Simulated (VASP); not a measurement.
CoSn3:

```xyz
4
Lattice="4.2557 0.0000 0.0000 0.0000 4.2557 0.0000 0.0000 0.0000 4.2557" Properties=species:S:1:pos:R:3 pbc="T T T"
Sn    0.0000    2.1279    2.1279
Sn    2.1279    0.0000    2.1279
Sn    2.1279    2.1279    0.0000
Co    0.0000    0.0000    0.0000
```

| Property | Result |
| --- | --- |
| Program | VASP 6.6.1 |
| Task | relaxation of cell and atoms |
| Functional | r2SCAN |
| Potentials or basis | VASP PAW PBE potentials, release 64 (Sn_d, Co) |
| Cutoff | 600 eV |
| k mesh | 6 × 6 × 6 |
| Occupations | gaussian, width 0.1 eV |
| Spin | collinear spin, ferromagnetic start |
| Starting moments | [0.0, 0.0, 0.0, 1.97] μB |

At the start: pressure 13.6 GPa; volume 19.27 Å³/atom.

Problem. How do energy, volume and symmetry change on relaxing?

Solution. Over 3 steps the energy falls by 127.8 meV/atom and the volume is 22.68 Å³/atom (+17.7 %); space group Pm-3m (No. 221, to 0.1 Å) before and after; moment 1.99 μB per cell.

The path:
```csv
step,energy change (eV),largest force (eV/Å),pressure (GPa),volume (Å³)
1,0.0000,0.0000,13.57,77.08
2,-0.4429,0.0000,-3.38,96.76
3,-0.5111,0.0000,0.06,90.71
```

Final structure:
```
Sn Co
1.0
     4.49314    0.00000    0.00000
     0.00000    4.49314    0.00000
     0.00000    0.00000    4.49314
Sn Co
3 1
Direct
  0.00000 0.50000 0.50000
  0.50000 0.00000 0.50000
  0.50000 0.50000 0.00000
  0.00000 0.00000 0.00000
```

Caveat: the volume moved by over 15 % at a fixed basis, so the end points are rough; the PAW data sets were made with another functional, which shifts forces and pressure a little.
